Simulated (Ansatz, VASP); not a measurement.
## NiBi2: VASP beside Ansatz

```
Ni Bi
1.0
     0.00000    4.49070    4.49070
     4.49070    0.00000    4.49070
     4.49070    4.49070    0.00000
Ni Bi
2 4
Direct
  0.00000 0.00000 0.00000
  0.25000 0.25000 0.25000
  0.62500 0.62500 0.62500
  0.12500 0.62500 0.62500
  0.62500 0.62500 0.12500
  0.62500 0.12500 0.62500
```

Alike in both runs: functional r2SCAN; k mesh 4 × 4 × 4; occupations gaussian, width 0.1 eV; collinear spin.

Ansatz relaxed the structure, and its values are those at the end. VASP's run is a single point on that final structure, the one shown.

|  | VASP | Ansatz |
| --- | --- | --- |
| version | VASP 6.6.1 | Ansatz 0.2.0 |
| potentials or method | VASP PAW PBE potentials, release 64 (Ni, Bi_d), cutoff 520 eV | scalar-relativistic, plane waves, PAW |
| valence electrons in the cell | 80 | 96 |

VASP gave:

```
gap on the k mesh at the Fermi level (eV)                     : none
pressure (GPa)                                                : -0.9
net moment per atom (μB)                                      : 0.36
size of the moment on the site where the two differ most (μB) : 0.85
```

Problem. What did Ansatz give for the same quantities?

Solution. gap on the k mesh at the Fermi level (eV): none; pressure (GPa): 0.3; net moment per atom (μB): 0.43; size of the moment on the site where the two differ most (μB): 1.10.

VASP's potentials were made for PBE, not for r2SCAN. Site moments also hang on the region over which each program counts them. A gap of «none» marks a metal or a gap that the smearing closes. VASP's potentials hold 80 valence electrons a cell and Ansatz's 96, so a difference there can come from the potentials and not from the codes.

Neither program's run includes spin-orbit coupling.
